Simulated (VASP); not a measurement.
## NbAs (CsCl type): single point with PBEsol

NbAs (CsCl type):

```
Nb As
1.0
     3.01304    0.00000    0.00000
     0.00000    3.01304    0.00000
     0.00000    0.00000    3.01304
Nb As
1 1
Direct
  0.00000 0.00000 0.00000
  0.50000 0.50000 0.50000
```

This cell differs from its parent crystal: volume scaled by 0.85.

- Program: VASP 6.6.1
- Task: single point
- Functional: PBEsol
- Potentials or basis: VASP PAW PBE potentials, release 64 (Nb_sv, As)
- Cutoff: 500 eV
- k mesh: 13 × 13 × 13
- Occupations: fermi-dirac, width 0.1 eV
- Spin: no spin polarisation

```json
{
 "Pressure": "42.7 GPa",
 "Band gap on the k mesh": "zero (band 9 reaches 16.89 eV, above the bottom of band 10 at 12.70 eV)"
}
```

Levels at points of the mesh, in eV from the Fermi level:
| k point | band 6 | band 7 | band 8 | band 9 | band 10 | band 11 | band 12 | band 13 |
| --- | --- | --- | --- | --- | --- | --- | --- | --- |
| (0.00, 0.00, 0.00) | -3.84 | -3.84 | 0.57 | 0.57 | 0.57 | 2.09 | 2.09 | 2.09 |

Wall time 11 s on 1 thread of Intel(R) Xeon(R) 6975P-C (Granite Rapids), on a shared host, peak memory 0.16 GiB.

Caveat: the PAW data sets were made with another functional, which shifts forces and pressure a little.
